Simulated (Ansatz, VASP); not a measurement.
CdTe: VASP beside Ansatz

POSCAR

```
CdTe
1.0
    0.0000000000      3.1616838793      3.1616838793
    3.1616838793      0.0000000000      3.1616838793
    3.1616838793      3.1616838793      0.0000000000
Te Cd
1 1
Direct
    0.7500000000      0.7500000000      0.7500000000
    0.0000000000      0.0000000000      0.0000000000
```

Contents of INCAR.step1:

```
PREC     = Accurate       # precision mode
ENCUT    = 520            # plane-wave cutoff, eV
EDIFF    = 1E-5           # SCF threshold, eV
ISMEAR   = -1             # smearing method
SIGMA    = 0.05           # smearing width, eV
LREAL    = F              # projectors in reciprocal space
LASPH    = T              # aspherical terms in the spheres
NELM     = 80             # most SCF steps
ALGO     = Normal         # electronic algorithm
ISIF     = 2              # what is computed and relaxed
LWAVE    = T              # write WAVECAR
LCHARG   = F              # write CHGCAR
GGA      = PE             # functional
NBANDS   = 16             # bands
```

The input INCAR.step2:

```
PREC     = Accurate       # precision mode
ENCUT    = 520            # plane-wave cutoff, eV
EDIFF    = 1E-6           # SCF threshold, eV
ISMEAR   = -1             # smearing method
SIGMA    = 0.05           # smearing width, eV
LREAL    = F              # projectors in reciprocal space
LASPH    = T              # aspherical terms in the spheres
NELM     = 80             # most SCF steps
ALGO     = Normal         # electronic algorithm
ISIF     = 2              # what is computed and relaxed
LWAVE    = F              # write WAVECAR
LCHARG   = F              # write CHGCAR
METAGGA  = R2SCAN         # meta-GGA
LHFCALC  = T              # exact exchange
AEXX     = 0.25           # exact-exchange fraction
LMIXTAU  = T            
PRECFOCK = Normal       
ISTART   = 1            
NBANDS   = 16             # bands
```

KPOINTS

```
Automatic mesh
0
Gamma
  4 4 4
```

input.yaml

```yaml
crystal:
  lattice:
    - [0.0, 3.1616838793, 3.1616838793]
    - [3.1616838793, 0.0, 3.1616838793]
    - [3.1616838793, 3.1616838793, 0.0]
  atoms:
    - { symbol: Te, position: [0.75, 0.75, 0.75] }
    - { symbol: Cd, position: [0.0, 0.0, 0.0] }
hamiltonian:
  xc: r2scan0
  pseudopotentials: { kind: paw }
kpoints:
  mp_grid: { grid: [4, 4, 4] }
scf:
  occupations: { method: fermi_dirac, width: 0.05 }
output:
  forces: true
  stress: true
  eigenvalues: true
  write_density: true
  write_potential: true
  elf: true
  volumetric_format: npy
```

Alike in both runs: task single point; functional r2SCAN0; k mesh 4 × 4 × 4; occupations fermi-dirac, width 0.05 eV; no spin polarisation.

|  | VASP | Ansatz |
| --- | --- | --- |
| version | VASP 6.6.1 | Ansatz 0.2.0 |
| potentials or method | VASP PAW PBE potentials, release 64 (Te, Cd) | Ansatz PAW |
| plane-wave cutoff (eV) | 520 | 500 |
| valence electrons in the cell | 18 | 36 |

```tsv
	VASP	Ansatz	Ansatz less VASP
gap on the k mesh at the Fermi level (eV)	2.82	2.86	+0.043
least direct gap on the mesh (eV)	2.82	2.86	+0.043
pressure (GPa)	5.3	5.4	+0.12
```

VASP's potentials were made for PBE, not for r2SCAN0. VASP's potentials hold 18 valence electrons a cell and Ansatz's 36, so a difference there can come from the potentials and not from the codes.

The k mesh is coarse, so the values compare programs but aren't converged. Spin-orbit coupling is off throughout.
